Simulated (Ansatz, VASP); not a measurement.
Be2C: VASP beside Ansatz

INCAR

```
  PREC = Accurate
  ENCUT = 600
  EDIFF = 1E-6
  ISMEAR = 0
  SIGMA = 0.02
  LREAL = False
  LASPH = True
  NELM = 120
  ALGO = Normal
  ISIF = 2
  LWAVE = False
  LCHARG = False
  GGA = PE
  NBANDS = 11
  GGA_COMPAT = False
```

KPOINTS

```
Automatic mesh
0
Gamma
  12 12 12
```

The input POSCAR:

```
Be2C
1.0
    0.0000000000      2.1856696201      2.1856696201
    2.1856696201      0.0000000000      2.1856696201
    2.1856696201      2.1856696201      0.0000000000
Be C
2 1
Direct
    0.2500000000      0.2500000000      0.2500000000
    0.7500000000      0.7500000000      0.7500000000
    0.0000000000      0.0000000000      0.0000000000
```

Input for Ansatz:

```yaml
crystal:
  lattice:
    - [0.0, 2.1856696201, 2.1856696201]
    - [2.1856696201, 0.0, 2.1856696201]
    - [2.1856696201, 2.1856696201, 0.0]
  atoms:
    - { symbol: Be, position: [0.25, 0.25, 0.25] }
    - { symbol: Be, position: [0.75, 0.75, 0.75] }
    - { symbol: C, position: [0.0, 0.0, 0.0] }
basis:
  ecutwfc: 420
kpoints:
  mp_grid: { grid: [12, 12, 12] }
hamiltonian:
  xc: pbe
scf:
  occupations: { method: gaussian, width: 0.02 }
output:
  forces: true
  stress: true
  eigenvalues: true
```

Alike in both runs: task single point; functional PBE; k mesh 12 × 12 × 12; occupations gaussian, width 0.02 eV; no spin polarisation.

```csv
,VASP,Ansatz
version,VASP 6.6.1,Ansatz 0.2.0
potentials or method,"VASP PAW PBE potentials, release 64 (Be, C), cutoff 600 eV","scalar-relativistic, plane waves, PAW"
valence electrons in the cell,8,8
```

VASP gave:

* gap on the k mesh at the Fermi level (eV): 1.15
* least direct gap on the mesh (eV): 4.07
* pressure (GPa): -5.4

Task: Estimate Ansatz's values.

Result: gap on the k mesh at the Fermi level (eV): 1.16; least direct gap on the mesh (eV): 4.08; pressure (GPa): -5.7.
